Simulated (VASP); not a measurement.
Input of a VASP 6.6.1 run:

INCAR

```
PREC = Accurate
ENCUT = 520
EDIFF = 1E-6
ISMEAR = 0
SIGMA = 0.05
LREAL = False
LASPH = True
NELM = 60
ALGO = Normal
ISIF = 2
LWAVE = False
LCHARG = False
GGA = PE
NBANDS = 16
```

File KPOINTS:

```
Automatic mesh
0
Gamma
  12 12 6
```

The input POSCAR:

```
Si
1.0
    3.9567452140      0.0000000000      0.0000000000
   -1.9783726070      3.4266418716      0.0000000000
    0.0000000000      0.0000000000      6.0292883571
Si
4
Direct
    0.3333333333      0.6666666667      0.0629320729
    0.6666666667      0.3333333333      0.5629320729
    0.3333333333      0.6666666667      0.4370679271
    0.6666666667      0.3333333333      0.9370679271
```

Potentials or basis: VASP PAW PBE potentials, release 64 (Si).

Launch:

```sh
$ cat potpaw_PBE.64/Si/POTCAR > POTCAR
$ mpirun -np 1 vasp_std > vasp.out
```

(1) What does it give for the band gap on the k mesh?

(2) What does it give for the pressure?

(3) Estimate the largest force.

Results:

(1) 0.05 eV, indirect (least direct gap 0.08 eV).

(2) 0.9 GPa.

(3) 1.051 eV/Å.

Caveat: forces of over 1 eV/Å act on the atoms, so gaps and moduli don't describe the material at rest.
